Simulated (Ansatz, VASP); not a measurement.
# GaAs in VASP and in Ansatz

POSCAR

```
GaAs
1.0
    0.0000000000      2.8750910496      2.8750910496
    2.8750910496      0.0000000000      2.8750910496
    2.8750910496      2.8750910496      0.0000000000
Ga As
1 1
Direct
    0.0000000000      0.0000000000      0.0000000000
    0.2500000000      0.2500000000      0.2500000000
```

File INCAR.step1:

```
SYSTEM = GaAs
  ALGO = Normal
  EDIFF = 1E-5
  ENCUT = 550
  GGA = PE
  GGA_COMPAT = .FALSE.
  ISMEAR = 0
  LASPH = .TRUE.
  LCHARG = .FALSE.
  LREAL = .FALSE.
  LWAVE = .TRUE.
  NBANDS = 16
  NELM = 120
  PREC = Accurate
  SIGMA = 0.01
```

INCAR.step2

```
SYSTEM = GaAs
  ALGO = Normal
  EDIFF = 1E-6
  ENCUT = 550
  GGA_COMPAT = .FALSE.
  ISIF = 2
  ISMEAR = 0
  ISTART = 1
  LASPH = .TRUE.
  LCHARG = .FALSE.
  LMIXTAU = .TRUE.
  LREAL = .FALSE.
  LWAVE = .FALSE.
  METAGGA = R2SCAN
  NBANDS = 16
  NELM = 120
  PREC = Accurate
  SIGMA = 0.01
```

KPOINTS

```
k-points
0
G
  4 4 4
  0 0 0
```

Input for Ansatz:

```yaml
crystal:
  lattice:
    - [0.0, 2.8750910496, 2.8750910496]
    - [2.8750910496, 0.0, 2.8750910496]
    - [2.8750910496, 2.8750910496, 0.0]
  atoms:
    - { symbol: Ga, position: [0.0, 0.0, 0.0] }
    - { symbol: As, position: [0.25, 0.25, 0.25] }
basis: {}
kpoints:
  mp_grid: { grid: [4, 4, 4] }
hamiltonian:
  xc: r2scan
scf:
  occupations: { method: fixed }
output:
  forces: true
  stress: true
  eigenvalues: true
accuracy: high
```

Alike in both runs: task single point; functional r2SCAN; k mesh 4 × 4 × 4; no spin polarisation.

|  | VASP | Ansatz |
| --- | --- | --- |
| version | VASP 6.6.1 | Ansatz 0.2.0 |
| potentials or method | VASP PAW PBE potentials, release 64 (Ga_d, As) | scalar-relativistic, plane waves, PAW |
| plane-wave cutoff (eV) | 550 | 500 |
| occupations | gaussian, width 0.01 eV | fixed |
| valence electrons in the cell | 18 | 28 |

```tsv
	VASP	Ansatz	Ansatz less VASP
gap on the k mesh at the Fermi level (eV)	0.59	0.61	+0.019
least direct gap on the mesh (eV)	0.59	0.61	+0.019
pressure (GPa)	-2.6	-2.7	-0.05
```

VASP's potentials were made for PBE, not for r2SCAN. VASP's potentials hold 18 valence electrons a cell and Ansatz's 28, so a difference there can come from the potentials and not from the codes.

The k mesh is coarse, so the values compare programs but aren't converged.
